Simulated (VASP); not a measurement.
# FeCo (Wairauite) (Pm-3m) in VASP: a series of runs

The runs below take FeCo (Wairauite) through single point, with PBE.

Everything below comes from runs of VASP 6.6.1. Logs are shortened: lines on timing, memory, paths and dates and some standing lists are left out, and cuts for length are marked.

**1. The cell of the first run**

It takes space group Pm-3m (No. 221, cubic). Conventional cell: a = 2.857 Å, b = 2.857 Å, c = 2.857 Å, α = 90.00°, β = 90.00°, γ = 90.00°. Fe (site symmetry m-3m) has 8 Co at 2.47 Å and 6 Fe at 2.86 Å within 3.3 Å. Co (site symmetry m-3m) has 8 Fe at 2.47 Å and 6 Co at 2.86 Å within 3.3 Å.

**2. Single point, PBE, collinear spin, ferromagnetic start**

Contents of INCAR:

```
SYSTEM = FeCo
PREC = Accurate ; ENCUT = 600
EDIFF = 1E-6 ; ISMEAR = -1
SIGMA = 0.15 ; LREAL = .FALSE.
LASPH = .TRUE. ; NELM = 200
ALGO = Normal ; ISIF = 2
LWAVE = .FALSE. ; LCHARG = .FALSE.
ISPIN = 2 ; MAGMOM = 3.5 2.5
LORBIT = 11 ; LMAXMIX = 4
GGA = PE ; NBANDS = 20
GGA_COMPAT = .FALSE.
```

Contents of KPOINTS:

```
regular mesh
0
G
  10 10 10
  0 0 0
```

Contents of POSCAR:

```
FeCo
1.0
    2.8570000000      0.0000000000      0.0000000000
    0.0000000000      2.8570000000      0.0000000000
    0.0000000000      0.0000000000      2.8570000000
Fe Co
1 1
Direct
    0.5000000000      0.5000000000      0.5000000000
    0.0000000000      0.0000000000      0.0000000000
```

Potentials or basis: VASP PAW PBE potentials, release 64 (Fe, Co).

Run with:

```
$ cat potpaw_PBE.64/Fe/POTCAR potpaw_PBE.64/Co/POTCAR > POTCAR
$ mpirun -np 1 vasp_std > vasp.out
```

OUTCAR:

```text
SYSTEM = FeCo
   PREC = Accurate
   ENCUT = 600
   EDIFF = 1E-6
   ISMEAR = -1
   LREAL = .FALSE.
   LASPH = .TRUE.
   NELM = 200
   ISIF = 2
   ISPIN = 2
   LORBIT = 11
   GGA = PE

 ion  position               nearest neighbor table
   1  0.500  0.500  0.500-   2 2.47   2 2.47   2 2.47   2 2.47   2 2.47   2 2.47   2 2.47   2 2.47

   2  0.000  0.000  0.000-   1 2.47   1 2.47   1 2.47   1 2.47   1 2.47   1 2.47   1 2.47   1 2.47

  LATTYP: Found a simple cubic cell.
 ALAT       =     2.8570000000

  Lattice vectors:

 A1 = (   2.8570000000,   0.0000000000,   0.0000000000)
 A2 = (   0.0000000000,   2.8570000000,   0.0000000000)
 A3 = (   0.0000000000,   0.0000000000,   2.8570000000)

Analysis of symmetry for initial positions (statically):
=====================================================================
 Subroutine PRICEL returns:
 Original cell was already a primitive cell.

 Routine SETGRP: Setting up the symmetry group for a
 simple cubic supercell.

 Subroutine GETGRP returns: Found 48 space group operations
 (whereof 48 operations were pure point group operations)
 out of a pool of 48 trial point group operations.

The static configuration has the point symmetry O_h .

Analysis of symmetry for dynamics (positions and initial velocities):
=====================================================================
 Subroutine PRICEL returns:
 Original cell was already a primitive cell.

 Routine SETGRP: Setting up the symmetry group for a
 simple cubic supercell.

 Subroutine GETGRP returns: Found 48 space group operations
 (whereof 48 operations were pure point group operations)
 out of a pool of 48 trial point group operations.

The dynamic configuration has the point symmetry O_h .

Analysis of structural, dynamic, and magnetic symmetry:
=====================================================================
 Subroutine PRICEL returns:
 Original cell was already a primitive cell.

 Routine SETGRP: Setting up the symmetry group for a
 simple cubic supercell.

 Subroutine GETGRP returns: Found 48 space group operations
 (whereof 48 operations were pure point group operations)
 out of a pool of 48 trial point group operations.

The overall configuration has the point symmetry O_h .

 Subroutine INISYM returns: Found 48 space group operations
 (whereof 48 operations are pure point group operations),
 and found     1 'primitive' translations

----------------------------------------------------------------------------------------

                                     Primitive cell

  volume of cell :      23.3201

  direct lattice vectors                    reciprocal lattice vectors
     2.857000000  0.000000000  0.000000000     0.350017501  0.000000000  0.000000000
     0.000000000  2.857000000  0.000000000     0.000000000  0.350017501  0.000000000
     0.000000000  0.000000000  2.857000000     0.000000000  0.000000000  0.350017501

  length of vectors
     2.857000000  2.857000000  2.857000000     0.350017501  0.350017501  0.350017501

  position of ions in fractional coordinates (direct lattice)
     0.500000000  0.500000000  0.500000000
     0.000000000  0.000000000  0.000000000

  ion indices of the primitive-cell ions
   primitive index   ion index
                 1           1
                 2           2

----------------------------------------------------------------------------------------

 KPOINTS: regular mesh

Automatic generation of k-mesh.
 Grid dimensions read from file:
 generate k-points for:   10   10   10

 Generating k-lattice:

  Cartesian coordinates                     Fractional coordinates (reciprocal lattice)
     0.035001750  0.000000000  0.000000000     0.100000000  0.000000000  0.000000000
     0.000000000  0.035001750  0.000000000     0.000000000  0.100000000  0.000000000
     0.000000000  0.000000000  0.035001750     0.000000000  0.000000000  0.100000000

  Length of vectors
     0.035001750  0.035001750  0.035001750

  Shift w.r.t. Gamma in fractional coordinates (k-lattice)
     0.000000000  0.000000000  0.000000000

 Subroutine IBZKPT returns following result:
 ===========================================

 Found     56 irreducible k-points:

 Following reciprocal coordinates:
            Coordinates               Weight
  0.000000  0.000000  0.000000      1.000000
  0.100000  0.000000  0.000000      6.000000
  0.200000  0.000000  0.000000      6.000000
  0.300000  0.000000  0.000000      6.000000
  0.400000  0.000000  0.000000      6.000000
  0.500000  0.000000  0.000000      3.000000
[... 16 lines left out ...]
  0.200000  0.100000  0.100000     24.000000
  0.300000  0.100000  0.100000     24.000000
 [... further k-points ...]
   k-points           NKPTS =     56   k-points in BZ     NKDIM =     56   number of bands    NBANDS=     20
   number of dos      NEDOS =    301   number of ions     NIONS =      2
   total plane-waves  NPLWV =  13824
   dimension x,y,z NGX =    24 NGY =   24 NGZ =   24
   dimension x,y,z NGXF=    48 NGYF=   48 NGZF=   48
   ions per type =               1   1
   NGX,Y,Z   is equivalent  to a cutoff of  13.97, 13.97, 13.97 a.u.
   NGXF,Y,Z  is equivalent  to a cutoff of  27.93, 27.93, 27.93 a.u.
 SYSTEM =  FeCo
   PREC   = accura    normal or accurate (medium, high low for compatibility)
   ISTART =      0    job   : 0-new  1-cont  2-samecut
   ICHARG =      2    charge: 1-file 2-atom 10-const
   ISPIN  =      2    spin polarized calculation?
   LNONCOLLINEAR =      F non collinear calculations
   LSORBIT =      F    spin-orbit coupling
   LASPH  =      T    aspherical Exc in radial PAW
   ENCUT  =  600.0 eV  44.10 Ry    6.64 a.u.   5.71  5.71  5.71*2*pi/ulx,y,z
   NELM   =    200;   NELMIN=  2; NELMDL= -5     # of ELM steps
   EDIFF  = 0.1E-05   stopping-criterion for ELM
   LREAL  =      F    real-space projection
   EDIFFG = 0.1E-04   stopping-criterion for IOM
   NSW    =      0    number of steps for IOM
   IBRION =     -1    ionic relax: 0-MD 1-quasi-New 2-CG
   NFREE  =      0    steps in history (QN), initial steepest desc. (CG)
   ISIF   =      2    stress and relaxation
   ISYM   =      2    0-nonsym 1-usesym 2-fastsym
   POTIM  = 0.5000    time-step for ionic-motion
   TEBEG  =    0.0;   TEEND  =   0.0 temperature during run
   PSTRESS=    0.0 pullay stress
   NELECT =      17.0000    total number of electrons
   NUPDOWN=      -1.0000    fix difference up-down
   EMIN   =  10.00;   EMAX   =-10.00  energy-range for DOS
   EFERMI =   0.00;   METHOD = LEGACY
   ISMEAR =    -1;   SIGMA  =   0.15  broadening in eV -4-tet -1-fermi 0-gaus
   EFERMI_NEDOS =   21; number of points for ismear=-14 and -15
   IALGO  =     38    algorithm
   IMIX   =      4    mixing-type and parameters
     AMIX     =   0.40;   BMIX     =  1.00
     AMIX_MAG =   1.60;   BMIX_MAG =  1.00
  volume/ion in A,a.u.               =      11.66        78.69
  Fermi-wavevector in a.u.,A,eV,Ry     =   1.473378  2.784281 29.536115  2.170843
  Thomas-Fermi vector in A             =   2.588279
   LORBIT       =     11    0 simple, 1 ext, 2 COOP (PROOUT), +10 PAW based schemes
   GGA     = PE    functional components
   LHFCALC =     F    Hartree Fock is set to
   AEXX    =    0.0000 exact exchange contribution
   IVDW    =     0    specifies the selected vdW correction
   LEPSILON=     F    determine dielectric tensor
   LRPA    =     F    only Hartree local field effects (RPA)
 spin polarized calculation
  energy-cutoff  :      600.00
  volume of cell :       23.32
 maximum number of plane-waves:       804
 NGX is ok and might be reduce to    24
   NGX = 11   NGY = 11   NGZ = 11

 number of electron      16.9999996 magnetization       4.4837991

 Free energy of the ion-electron system (eV)
  ---------------------------------------------------
  ext. energy  EPLUGINS =         0.00000000
  ---------------------------------------------------
  free energy    TOTEN  =       -15.45305537 eV

  energy without entropy =      -15.34460015  energy(sigma->0) =      -15.39882776

 E-fermi :   7.8582     XC(G=0): -12.9737

 val. band max:        7.8292493482   @ k =   0.5000   0.2000   0.1000
 cond. band min:       7.8586740268   @ k =   0.5000   0.1000   0.1000
 fundamental gap:      0.0294246787
 Fermi energy:         7.8581773288

 spin component 1

 k-point     1 :       0.0000    0.0000    0.0000
  band No.  band energies     occupation
      1      -1.0014      1.00000
      2       2.6174      1.00000
      3       2.6174      1.00000
      4       4.8756      1.00000
      5       4.8756      1.00000
      6       4.8756      1.00000
[... 12 lines left out ...]
     19      32.2912      0.00000
     20      32.2912      0.00000

 k-point     2 :       0.1000    0.0000    0.0000
  band No.  band energies     occupation
      1      -0.8005      1.00000
      2       2.6972      1.00000
      3       2.6980      1.00000
      4       4.8750      1.00000
      5       4.8750      1.00000
      6       4.9263      1.00000
[... 498 lines left out ...]
 k-point    24 :       0.3000    0.1000    0.1000
  band No.  band energies     occupation
      1       1.0199      1.00000
      2       3.2867      1.00000
      3       3.3755      1.00000
      4       4.6407      1.00000
      5       4.6515      1.00000
      6       5.3753      1.00000
[... 12 lines left out ...]
     19      31.0143      0.00000
     20      31.6100      0.00000

 [... further k-points ...]

 spin component 2

 k-point     1 :       0.0000    0.0000    0.0000
  band No.  band energies     occupation
      1      -0.8558      1.00000
      2       4.5048      1.00000
      3       4.5048      1.00000
      4       6.7794      0.99925
      5       6.7794      0.99925
      6       6.7794      0.99925
[... 12 lines left out ...]
     19      32.0460      0.00000
     20      32.0460      0.00000

 k-point     2 :       0.1000    0.0000    0.0000
  band No.  band energies     occupation
      1      -0.6541      1.00000
      2       4.5652      1.00000
      3       4.6008      1.00000
      4       6.7686      0.99930
      5       6.7686      0.99930
      6       6.8310      0.99894
[... 498 lines left out ...]
 k-point    24 :       0.3000    0.1000    0.1000
  band No.  band energies     occupation
      1       1.2198      1.00000
      2       4.8726      1.00000
      3       5.3485      1.00000
      4       6.4713      0.99990
      5       6.5032      0.99988
      6       7.1045      0.99347
[... 12 lines left out ...]
     19      31.1953      0.00000
     20      32.1618      0.00000

 [... further k-points ...]
[... 5 lines left out ...]
  --------------------------------------------------------------------------------------
  -------------------------------------------------------------------------------------
  Total       -0.4332339     -0.4332339     -0.4332339     -0.0000000     -0.0000000      0.0000000
  in kB      -29.7647552    -29.7647552    -29.7647552     -0.0000000     -0.0000000      0.0000000
  external PRESSURE =     -29.7647552 kB  Pullay stress =       0.0000000 kB

 VOLUME and BASIS-vectors are now :
 -----------------------------------------------------------------------------
  energy-cutoff  :      600.00
  volume of cell :       23.32
      direct lattice vectors                 reciprocal lattice vectors
     2.857000000  0.000000000  0.000000000     0.350017501  0.000000000  0.000000000
     0.000000000  2.857000000  0.000000000     0.000000000  0.350017501  0.000000000
     0.000000000  0.000000000  2.857000000     0.000000000  0.000000000  0.350017501

 POSITION                                       TOTAL-FORCE (eV/Angst)
 -----------------------------------------------------------------------------------
      1.42850      1.42850      1.42850         0.000000      0.000000      0.000000
      0.00000      0.00000      0.00000         0.000000      0.000000      0.000000
 -----------------------------------------------------------------------------------
    total drift:                                0.000000      0.000000     -0.000000

  FREE ENERGIE OF THE ION-ELECTRON SYSTEM (eV)
  ---------------------------------------------------
  free  energy   TOTEN  =       -15.4530553687 eV

  energy  without entropy=      -15.3446001507  energy(sigma->0) =      -15.39882776

 total charge

# of ion       s       p       d       tot
------------------------------------------
    1        0.467   0.514   6.146   7.127
    2        0.478   0.498   7.237   8.213
--------------------------------------------------
tot          0.945   1.012  13.383  15.340

 magnetization (x)

# of ion       s       p       d       tot
------------------------------------------
    1        0.000  -0.043   2.807   2.765
    2       -0.012  -0.053   1.806   1.742
--------------------------------------------------
tot         -0.011  -0.096   4.614   4.507
```

Wall time 77 s (1 thread of Intel Xeon Platinum 8375C at 2.90GHz (Ice Lake), shared host); peak memory 0.18 GiB.

What came out:

```
Free energy                                           : -15.4531 eV
Pressure                                              : -3.0 GPa
Net moment                                            : 4.48 μB per cell
Site moments                                          : Fe +2.77; Co +1.74 μB
Valence electrons inside the program's atomic spheres : Fe 7.13; Co 8.21
```

**3. Single point, PBE, collinear spin, ferrimagnetic start**

Contents of INCAR:

```
  ALGO = Normal
  EDIFF = 1E-6
  ENCUT = 600
  GGA = PE
  GGA_COMPAT = False
  ISIF = 2
  ISMEAR = -1
  ISPIN = 2
  LASPH = True
  LCHARG = False
  LMAXMIX = 4
  LORBIT = 11
  LREAL = False
  LWAVE = False
  MAGMOM = 3.5 -2.5
  NBANDS = 20
  NELM = 200
  PREC = Accurate
  SIGMA = 0.15
```

Contents of KPOINTS:

```
k-points
0
Gamma
  10 10 10
```

POSCAR is that of step 2.

Potentials or basis: VASP PAW PBE potentials, release 64 (Fe, Co).

Run with:

```
$ cat potpaw_PBE.64/Fe/POTCAR potpaw_PBE.64/Co/POTCAR > POTCAR
$ mpirun -np 1 vasp_std > vasp.out
```

Wall time 7.3 min (1 thread of Intel Xeon Platinum 8375C at 2.90GHz (Ice Lake), shared host); peak memory 0.19 GiB.

The run converged. Its results:

```yaml
Free_energy: -15.4531 eV
Pressure: -3.0 GPa
Net_moment: 4.48 μB per cell
Site_moments: Fe +2.77; Co +1.74 μB
Valence_electrons_inside_the_program's_atomic_spheres: Fe 7.13; Co 8.21
```

Levels at points of the mesh, in eV from the Fermi level:
Spin up:
```csv
k point,band 8,band 9,band 10,band 11,band 12,band 13,band 14,band 15
"(0.00, 0.00, 0.00)",-1.92,-0.83,-0.83,-0.83,9.09,9.09,9.09,14.63
"(0.50, 0.00, 0.00)",-2.47,-1.99,-1.86,-0.82,-0.57,15.88,15.88,16.05
"(0.50, 0.50, 0.00)",-1.69,-0.59,-0.59,-0.06,-0.06,6.05,6.23,17.67
"(0.50, 0.50, 0.50)",-1.81,-1.65,-1.65,7.61,7.61,7.61,7.70,7.70
```
Spin down:
```tsv
k point	band 2	band 3	band 4	band 5	band 6	band 7	band 8	band 9	band 10	band 11
(0.00, 0.00, 0.00)	-3.35	-3.35	-1.08	-1.08	-1.08	0.88	0.88	1.55	1.55	1.55
(0.50, 0.00, 0.00)	-4.47	-1.54	-1.04	-1.04	-1.03	-0.31	-0.22	-0.22	0.73	1.25
(0.50, 0.50, 0.00)	-4.00	-2.18	-2.18	0.02	0.02	0.58	0.65	0.86	1.54	1.77
(0.50, 0.50, 0.50)	-2.51	-2.51	-2.12	-2.12	-2.12	0.69	0.69	1.58	1.58	8.37
```
